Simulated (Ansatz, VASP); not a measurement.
Se in VASP and in Ansatz

File INCAR:

```
PREC = Accurate
ENCUT = 520
EDIFF = 1E-8
ISMEAR = -1
SIGMA = 0.03
LREAL = False
LASPH = True
NELM = 80
ALGO = Normal
ISIF = 2
LWAVE = False
LCHARG = False
GGA = PS
LEFG = True
NBANDS = 16
```

KPOINTS

```
regular mesh
0
Gamma
  6 6 5
```

File POSCAR:

```
Se
1.0
    4.3661999489      0.0000000000      0.0000000000
   -2.1830999745      3.7812400738      0.0000000000
    0.0000000000      0.0000000000      5.1022080000
Se
3
Direct
    0.2254000000      0.0000000000      0.3333333333
    0.0000000000      0.2254000000      0.6666666667
    0.7746000000      0.7746000000      0.0000000000
```

Input for Ansatz:

```yaml
crystal:
  lattice:
    - [4.3661999489, 0.0, 0.0]
    - [-2.1830999745, 3.7812400738, 0.0]
    - [0.0, 0.0, 5.102208]
  atoms:
    - { symbol: Se, position: [0.2254, 0.0, 0.3333333333] }
    - { symbol: Se, position: [0.0, 0.2254, 0.6666666667] }
    - { symbol: Se, position: [0.7746, 0.7746, 0.0] }
kpoints:
  mp_grid: { grid: [6, 6, 5] }
scf:
  occupations: { method: fermi_dirac, width: 0.03 }
hamiltonian:
  xc: pbesol
  pseudopotentials: { kind: all_electron, datasets: crystal }
output:
  forces: true
  stress: true
  eigenvalues: true
  efg: { contact_densities: true }
```

Change from the starting cell: zz strain of +3 %, crystal datasets.

Alike in both runs: task electric field gradients; functional PBEsol; k mesh 6 × 6 × 5; occupations fermi-dirac, width 0.03 eV; no spin polarisation.

|  | VASP | Ansatz |
| --- | --- | --- |
| version | VASP 6.6.1 | Ansatz 0.2.0 |
| potentials or method | VASP PAW PBE potentials, release 64 (Se), cutoff 520 eV | all-electron PAW with datasets made for the crystal, scalar-relativistic |

|  | VASP | Ansatz | Ansatz less VASP |
| --- | --- | --- | --- |
| gap on the k mesh at the Fermi level (eV) | 1.19 | 1.21 | +0.017 |
| pressure (GPa) | -1.8 | -2.0 | -0.16 |
| traceless stress, the component that is largest in VASP (GPa) | -0.40 | -0.47 | -0.068 |
| rms of the force components (eV/Å) | 0.002 | 0.022 | +0.0203 |
| size of Vzz on the site where it differs most (V/Å²) | 492.4 | 514.5 | +22.09 |

VASP's potentials were made for PBE, not for PBEsol. Atom by atom the forces differ by 0.023 eV/Å (rms over components). Ansatz ran all-electron here, and VASP with PAW potentials.
